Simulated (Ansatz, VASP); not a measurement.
**Two plane-wave programs on Al2O3**

POSCAR

```
Al2O3
1.0
    2.7760839405      0.0000000000      0.0000000000
   -1.3880419702      2.4041592155      0.0000000000
    0.0000000000      0.0000000000      6.9686651220
Al O
2 3
Direct
    0.0000000000      0.0000000000      0.2779510000
    0.0000000000      0.0000000000      0.7220490000
    0.3333333333      0.6666666667      0.1994540000
    0.6666666667      0.3333333333      0.8005460000
    0.0000000000      0.0000000000      0.5000000000
```

INCAR.step1

```
SYSTEM = Al2O3
  PREC = Accurate
  ENCUT = 520
  ISMEAR = 0
  SIGMA = 0.05
  LREAL = .FALSE.
  LASPH = .TRUE.
  NELM = 100
  NBANDS = 20
  GGA = PE
  ALGO = Normal
  EDIFF = 1E-4
  LWAVE = .TRUE.
  LCHARG = .FALSE.
```

Contents of INCAR.step2:

```
SYSTEM = Al2O3
  PREC = Accurate
  ENCUT = 520
  EDIFF = 1E-7
  ISMEAR = 0
  SIGMA = 0.05
  LREAL = .FALSE.
  LASPH = .TRUE.
  NELM = 100
  ALGO = Normal
  ISIF = 2
  LWAVE = .FALSE.
  LCHARG = .TRUE.
  METAGGA = R2SCAN
  LMIXTAU = .TRUE.
  LELF = .TRUE.
  LVHAR = .TRUE.
  NBANDS = 20
  ISTART = 1
```

The input KPOINTS:

```
regular mesh
0
G
  12 12 4
  0 0 0
```

Input for Ansatz:

```yaml
crystal:
  lattice:
    - [2.7760839405, 0.0, 0.0]
    - [-1.3880419702, 2.4041592155, 0.0]
    - [0.0, 0.0, 6.968665122]
  atoms:
    - { symbol: Al, position: [0.0, 0.0, 0.277951] }
    - { symbol: Al, position: [0.0, 0.0, 0.722049] }
    - { symbol: O, position: [0.3333333333, 0.6666666667, 0.199454] }
    - { symbol: O, position: [0.6666666667, 0.3333333333, 0.800546] }
    - { symbol: O, position: [0.0, 0.0, 0.5] }
basis:
  ecutwfc: 500
kpoints:
  mp_grid: { grid: [12, 12, 4] }
hamiltonian:
  xc: r2scan
scf:
  occupations: { method: gaussian, width: 0.05 }
output:
  forces: true
  stress: true
  eigenvalues: true
  write_density: true
  write_potential: true
  elf: true
  volumetric_format: npy
```

Change from the starting cell: strain -0.080 along x and y, -0.080 along z, atoms carried along.

Alike in both runs: task single point; functional r2SCAN; k mesh 12 × 12 × 4; occupations gaussian, width 0.05 eV; no spin polarisation.

```csv
,VASP,Ansatz
version,VASP 6.6.1,Ansatz 0.2.0
potentials or method,"VASP PAW PBE potentials, release 64 (Al, O), cutoff 520 eV","scalar-relativistic, plane waves, PAW"
valence electrons in the cell,24,24
```

```csv
,VASP,Ansatz,Ansatz less VASP
gap on the k mesh at the Fermi level (eV),4.95,4.94,-0.017
least direct gap on the mesh (eV),4.95,4.94,-0.017
pressure (GPa),60.6,59.2,-1.35
"traceless stress, the component that is largest in VASP (GPa)",10.88,10.11,-0.771
rms of the force components (eV/Å),1.443,1.385,-0.0581
```

VASP's potentials were made for PBE, not for r2SCAN. Atom by atom the forces differ by 0.066 eV/Å (rms over components). Both programs put the cell under a high pressure, so it lies far from rest at this level.

Noted on VASP's run: the cell as given lies far from equilibrium.
